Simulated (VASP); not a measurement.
# YbB2 (P6/mmm) in VASP: relaxation of shape and atoms at fixed volume with PBEsol

Aim: the relaxation of shape and atoms at fixed volume of YbB2 with PBEsol.

Program: VASP 6.6.1. These are calculated values, not measurements. Logs are shortened: lines on timing, memory, paths and dates and some standing lists are left out, and cuts for length are marked.

## 1. The cell of the first run

Symmetry: P6/mmm, No. 191, hexagonal system. Conventional cell: a = 3.289 Å, b = 3.289 Å, c = 3.911 Å, α = 90.00°, β = 90.00°, γ = 120.00°. Within 3.6 Å of Yb (site symmetry 6/mmm) lie 12 B at 2.73 Å and 6 Yb at 3.29 Å. B (site symmetry -6m2) has 3 B at 1.90 Å within 2.5 Å.

## 2. Relaxation of shape and atoms at fixed volume, PBEsol (12.21 Å³/atom)

Input file INCAR:

```
SYSTEM = YbB2
PREC = Accurate
ENCUT = 600
EDIFF = 1E-6
ISMEAR = 0
SIGMA = 0.1
LREAL = .False.
LASPH = .True.
NELM = 60
ALGO = Normal
ISIF = 4
LWAVE = .False.
LCHARG = .False.
GGA = PS
IBRION = 2
NSW = 50
EDIFFG = -0.01
```

Input file KPOINTS:

```
regular mesh
0
Gamma
  15 15 12
  0 0 0
```

Input file POSCAR:

```
YbB2
1.0
    3.2889320719      0.0000000000      0.0000000000
   -1.6444660359      2.8482987256      0.0000000000
    0.0000000000      0.0000000000      3.9109504245
Yb B
1 2
Direct
    0.0000000000      0.0000000000      0.0000000000
    0.3333333333      0.6666666667      0.5000000000
    0.6666666667      0.3333333333      0.5000000000
```

Potentials or basis: VASP PAW PBE potentials, release 64 (Yb, B).

Run with:

```console
> cat potpaw_PBE.64/Yb/POTCAR potpaw_PBE.64/B/POTCAR > POTCAR
> mpirun -np 1 vasp_std > vasp.out
```

OUTCAR:

```text
SYSTEM = YbB2
   PREC = Accurate
   ENCUT = 600
   EDIFF = 1E-6
   ISMEAR = 0
   LREAL = .False.
   LASPH = .True.
   NELM = 60
   ISIF = 4
   GGA = PS
   IBRION = 2
   NSW = 50
   EDIFFG = -0.01

 ion  position               nearest neighbor table
   1  0.000  0.000  0.000-   2 2.73   3 2.73   2 2.73   3 2.73   2 2.73   2 2.73   3 2.73   3 2.73
                             3 2.73   3 2.73   2 2.73   2 2.73
   2  0.333  0.667  0.500-   3 1.90   3 1.90   3 1.90   1 2.73   1 2.73   1 2.73   1 2.73   1 2.73
                             1 2.73
   3  0.667  0.333  0.500-   2 1.90   2 1.90   2 1.90   1 2.73   1 2.73   1 2.73   1 2.73   1 2.73
                             1 2.73

  LATTYP: Found a hexagonal cell.
 ALAT       =     3.2889320719
 C/A-ratio  =     1.1891247186

  Lattice vectors:

 A1 = (   3.2889320719,   0.0000000000,   0.0000000000)
 A2 = (  -1.6444660359,   2.8482987256,   0.0000000000)
 A3 = (   0.0000000000,   0.0000000000,   3.9109504245)

Analysis of symmetry for initial positions (statically):
=====================================================================
 Subroutine PRICEL returns:
 Original cell was already a primitive cell.

 Routine SETGRP: Setting up the symmetry group for a
 hexagonal supercell.

 Subroutine GETGRP returns: Found 24 space group operations
 (whereof 24 operations were pure point group operations)
 out of a pool of 24 trial point group operations.

The static configuration has the point symmetry D_6h.

Analysis of symmetry for dynamics (positions and initial velocities):
=====================================================================
 Subroutine PRICEL returns:
 Original cell was already a primitive cell.

 Routine SETGRP: Setting up the symmetry group for a
 hexagonal supercell.

 Subroutine GETGRP returns: Found 24 space group operations
 (whereof 24 operations were pure point group operations)
 out of a pool of 24 trial point group operations.

The dynamic configuration has the point symmetry D_6h.

 Subroutine INISYM returns: Found 24 space group operations
 (whereof 24 operations are pure point group operations),
 and found     1 'primitive' translations

----------------------------------------------------------------------------------------

                                     Primitive cell

  volume of cell :      36.6372

  direct lattice vectors                    reciprocal lattice vectors
     3.288932072  0.000000000  0.000000000     0.304050062  0.175543385  0.000000000
    -1.644466036  2.848298726  0.000000000     0.000000000  0.351086770  0.000000000
     0.000000000  0.000000000  3.910950425     0.000000000  0.000000000  0.255692323

  length of vectors
     3.288932072  3.288932072  3.910950425     0.351086770  0.351086770  0.255692323

  position of ions in fractional coordinates (direct lattice)
     0.000000000  0.000000000  0.000000000
     0.333333333  0.666666667  0.500000000
     0.666666667  0.333333333  0.500000000

  ion indices of the primitive-cell ions
   primitive index   ion index
                 1           1
                 2           2
                 3           3

----------------------------------------------------------------------------------------

 KPOINTS: regular mesh

Automatic generation of k-mesh.
 Grid dimensions read from file:
 generate k-points for:   15   15   12

 Generating k-lattice:

  Cartesian coordinates                     Fractional coordinates (reciprocal lattice)
     0.020270004  0.011702892  0.000000000     0.066666667  0.000000000  0.000000000
     0.000000000  0.023405785  0.000000000     0.000000000  0.066666667  0.000000000
     0.000000000  0.000000000  0.021307694     0.000000000  0.000000000  0.083333333

  Length of vectors
     0.023405785  0.023405785  0.021307694

  Shift w.r.t. Gamma in fractional coordinates (k-lattice)
     0.000000000  0.000000000  0.000000000

 Subroutine IBZKPT returns following result:
 ===========================================

 Found    189 irreducible k-points:

 Following reciprocal coordinates:
            Coordinates               Weight
  0.000000  0.000000  0.000000      1.000000
  0.066667 -0.000000  0.000000      6.000000
  0.133333 -0.000000  0.000000      6.000000
  0.200000  0.000000  0.000000      6.000000
  0.266667 -0.000000  0.000000      6.000000
  0.333333 -0.000000  0.000000      6.000000
[... 16 lines left out ...]
  0.333333  0.200000  0.000000     12.000000
  0.400000  0.200000  0.000000      6.000000
 [... further k-points ...]
   k-points           NKPTS =    189   k-points in BZ     NKDIM =    189   number of bands    NBANDS=     19
   number of dos      NEDOS =    301   number of ions     NIONS =      3
   total plane-waves  NPLWV =  25088
   dimension x,y,z NGX =    28 NGY =   28 NGZ =   32
   dimension x,y,z NGXF=    56 NGYF=   56 NGZF=   64
   ions per type =               1   2
   NGX,Y,Z   is equivalent  to a cutoff of  14.15, 14.15, 13.60 a.u.
   NGXF,Y,Z  is equivalent  to a cutoff of  28.31, 28.31, 27.20 a.u.
 SYSTEM =  YbB2
   PREC   = accura    normal or accurate (medium, high low for compatibility)
   ISTART =      0    job   : 0-new  1-cont  2-samecut
   ICHARG =      2    charge: 1-file 2-atom 10-const
   ISPIN  =      1    spin polarized calculation?
   LNONCOLLINEAR =      F non collinear calculations
   LSORBIT =      F    spin-orbit coupling
   LASPH  =      T    aspherical Exc in radial PAW
   ENCUT  =  600.0 eV  44.10 Ry    6.64 a.u.   6.57  6.57  7.81*2*pi/ulx,y,z
   NELM   =     60;   NELMIN=  2; NELMDL= -5     # of ELM steps
   EDIFF  = 0.1E-05   stopping-criterion for ELM
   LREAL  =      F    real-space projection
   EDIFFG = -.1E-01   stopping-criterion for IOM
   NSW    =     50    number of steps for IOM
   IBRION =      2    ionic relax: 0-MD 1-quasi-New 2-CG
   NFREE  =      1    steps in history (QN), initial steepest desc. (CG)
   ISIF   =      4    stress and relaxation
   ISYM   =      2    0-nonsym 1-usesym 2-fastsym
   POTIM  = 0.5000    time-step for ionic-motion
   TEBEG  =    0.0;   TEEND  =   0.0 temperature during run
   PSTRESS=    0.0 pullay stress
   NELECT =      30.0000    total number of electrons
   NUPDOWN=      -1.0000    fix difference up-down
   EMIN   =  10.00;   EMAX   =-10.00  energy-range for DOS
   EFERMI =   0.00;   METHOD = LEGACY
   ISMEAR =     0;   SIGMA  =   0.10  broadening in eV -4-tet -1-fermi 0-gaus
   EFERMI_NEDOS =   21; number of points for ismear=-14 and -15
   IALGO  =     38    algorithm
   IMIX   =      4    mixing-type and parameters
     AMIX     =   0.40;   BMIX     =  1.00
     AMIX_MAG =   1.60;   BMIX_MAG =  1.00
  volume/ion in A,a.u.               =      12.21        82.41
  Fermi-wavevector in a.u.,A,eV,Ry     =   1.531585  2.894275 31.915886  2.345751
  Thomas-Fermi vector in A             =   2.638909
   LORBIT       =      0    0 simple, 1 ext, 2 COOP (PROOUT), +10 PAW based schemes
   GGA     = PS    functional components
   LHFCALC =     F    Hartree Fock is set to
   AEXX    =    0.0000 exact exchange contribution
   IVDW    =     0    specifies the selected vdW correction
   LEPSILON=     F    determine dielectric tensor
   LRPA    =     F    only Hartree local field effects (RPA)
 conjugate gradient relaxation of ions
 non-spin polarized calculation
 Gauss-broadening in eV      SIGMA  =   0.10
  energy-cutoff  :      600.00
  volume of cell :       36.64
 maximum number of plane-waves:      1264
 NGX is ok and might be reduce to    28
   NGX = 13   NGY = 13   NGZ = 15

--------------------------------------- Ionic step        1  -------------------------------------------

 number of electron      29.9999997 magnetization

 Free energy of the ion-electron system (eV)
  ---------------------------------------------------
  ext. energy  EPLUGINS =         0.00000000
  ---------------------------------------------------
  free energy    TOTEN  =       -19.30874599 eV

  energy without entropy =      -19.29129254  energy(sigma->0) =      -19.30001926

------------------------ aborting loop because EDIFF is reached ----------------------------------------

  FORCE on cell =-STRESS in cart. coord.  units (eV):
  Direction    XX          YY          ZZ          XY          YZ          ZX
  --------------------------------------------------------------------------------------
  -------------------------------------------------------------------------------------
  Total       -2.7655708     -2.7655708     -2.6915304     -0.0000000      0.0000000      0.0000000
  in kB     -120.9407397   -120.9407397   -117.7028903     -0.0000000      0.0000000      0.0000000
  external PRESSURE =    -119.8614566 kB  Pullay stress =       0.0000000 kB

 VOLUME and BASIS-vectors are now :
 -----------------------------------------------------------------------------
  energy-cutoff  :      600.00
  volume of cell :       36.64
      direct lattice vectors                 reciprocal lattice vectors
     3.288932072  0.000000000  0.000000000     0.304050062  0.175543385  0.000000000
    -1.644466036  2.848298726  0.000000000     0.000000000  0.351086770  0.000000000
     0.000000000  0.000000000  3.910950425     0.000000000  0.000000000  0.255692323
[... 75 lines left out ...]
 POSITION                                       TOTAL-FORCE (eV/Angst)
 -----------------------------------------------------------------------------------
      0.00000      0.00000      0.00000         0.000000     -0.000000      0.000000
     -0.00000      1.89586      1.96169         0.000000     -0.000000      0.000000
      1.64186      0.94793      1.96169        -0.000000      0.000000      0.000000
 -----------------------------------------------------------------------------------
    total drift:                               -0.000000      0.000000      0.000000

  FREE ENERGIE OF THE ION-ELECTRON SYSTEM (eV)
  ---------------------------------------------------
  free  energy   TOTEN  =       -19.3086643290 eV

  energy  without entropy=      -19.2912727537  energy(sigma->0) =      -19.29996854

--------------------------------------- Ionic step        4  -------------------------------------------

 number of electron      29.9999997 magnetization

 Free energy of the ion-electron system (eV)
  ---------------------------------------------------
  ext. energy  EPLUGINS =         0.00000000
  ---------------------------------------------------
  free energy    TOTEN  =       -19.30879573 eV

  energy without entropy =      -19.29134154  energy(sigma->0) =      -19.30006864

 E-fermi :   3.5921     XC(G=0): -12.0711

 val. band max:        3.5904364737   @ k =   0.3333   0.1333   0.5000
 cond. band min:       3.5952460661   @ k =   0.4667  -0.0000   0.1667
 fundamental gap:      0.0048095924
 Fermi energy:         3.5920613066

 k-point     1 :       0.0000    0.0000    0.0000
  band No.  band energies     occupation
      1     -47.3266      2.00000
      2     -19.5222      2.00000
      3     -19.2150      2.00000
      4     -19.2150      2.00000
      5      -7.2123      2.00000
      6       1.9783      2.00000
[... 11 lines left out ...]
     18       9.8090      0.00000
     19       9.8090      0.00000
[... 485 lines left out ...]
 k-point    24 :       0.4000    0.2000    0.0000
  band No.  band energies     occupation
      1     -47.2663      2.00000
      2     -19.9663      2.00000
      3     -19.6017      2.00000
      4     -19.3457      2.00000
      5      -3.0122      2.00000
      6      -2.7712      2.00000
[... 11 lines left out ...]
     18       8.7646      0.00000
     19      10.8520      0.00000

 [... further k-points ...]

------------------------ aborting loop because EDIFF is reached ----------------------------------------

  FORCE on cell =-STRESS in cart. coord.  units (eV):
  Direction    XX          YY          ZZ          XY          YZ          ZX
  --------------------------------------------------------------------------------------
  -------------------------------------------------------------------------------------
  Total       -2.4965595     -2.4965595     -2.5129243     -0.0000000     -0.0000000      0.0000000
  in kB     -109.1766476   -109.1766476   -109.8922923     -0.0000000     -0.0000000      0.0000000
  external PRESSURE =    -109.4151958 kB  Pullay stress =       0.0000000 kB

 VOLUME and BASIS-vectors are now :
 -----------------------------------------------------------------------------
  energy-cutoff  :      600.00
  volume of cell :       36.64
      direct lattice vectors                 reciprocal lattice vectors
     3.286289824 -0.000000000  0.000000000     0.304294525  0.175684526 -0.000000000
    -1.643144912  2.846010472  0.000000000     0.000000000  0.351369051 -0.000000000
     0.000000000  0.000000000  3.917241929     0.000000000  0.000000000  0.255281654

 POSITION                                       TOTAL-FORCE (eV/Angst)
 -----------------------------------------------------------------------------------
      0.00000      0.00000      0.00000         0.000000     -0.000000      0.000000
     -0.00000      1.89734      1.95862        -0.000000      0.000000      0.000000
      1.64314      0.94867      1.95862         0.000000     -0.000000      0.000000
 -----------------------------------------------------------------------------------
    total drift:                               -0.000000      0.000000      0.000000

  FREE ENERGIE OF THE ION-ELECTRON SYSTEM (eV)
  ---------------------------------------------------
  free  energy   TOTEN  =       -19.3087957319 eV

  energy  without entropy=      -19.2913415401  energy(sigma->0) =      -19.30006864

 reached required accuracy - stopping structural energy minimisation
```

It took 10 min on 1 thread of AMD EPYC 9R45 (Zen 5), shared host; peak memory 0.31 GiB.

What came out:

| Item | Value |
| --- | --- |
| Free energy | -19.3088 eV |
| Energy gained by relaxing | 0.0 meV/atom |
| Ionic steps | 4 |
| Pressure after relaxing | -10.9 GPa |
| Band gap on the k mesh | zero (bands 15 and 16 overlap by 1.22 eV) |

Final structure:
```yaml
crystal:
  lattice:
    - [3.28629, 0.00000, 0.00000]
    - [-1.64314, 2.84601, 0.00000]
    - [0.00000, 0.00000, 3.91724]
  atoms:
    - { symbol: Yb, position: [0.00000, 0.00000, 0.00000] }
    - { symbol: B, position: [0.33333, 0.66667, 0.50000] }
    - { symbol: B, position: [0.66667, 0.33333, 0.50000] }
```

Levels at points of the mesh, in eV from the Fermi level:
| k point | band 13 | band 14 | band 15 | band 16 | band 17 | band 18 |
| --- | --- | --- | --- | --- | --- | --- |
| (0.00, 0.00, 0.00) | -0.30 | -0.27 | -0.27 | 0.02 | 6.07 | 6.22 |
| (0.00, 0.00, 0.50) | -0.27 | 0.96 | 0.96 | 3.57 | 3.57 | 3.79 |

Caveat: the PAW data sets were made with another functional, which shifts forces and pressure a little; spin-orbit coupling is left out, which moves the levels of the heavy elements.
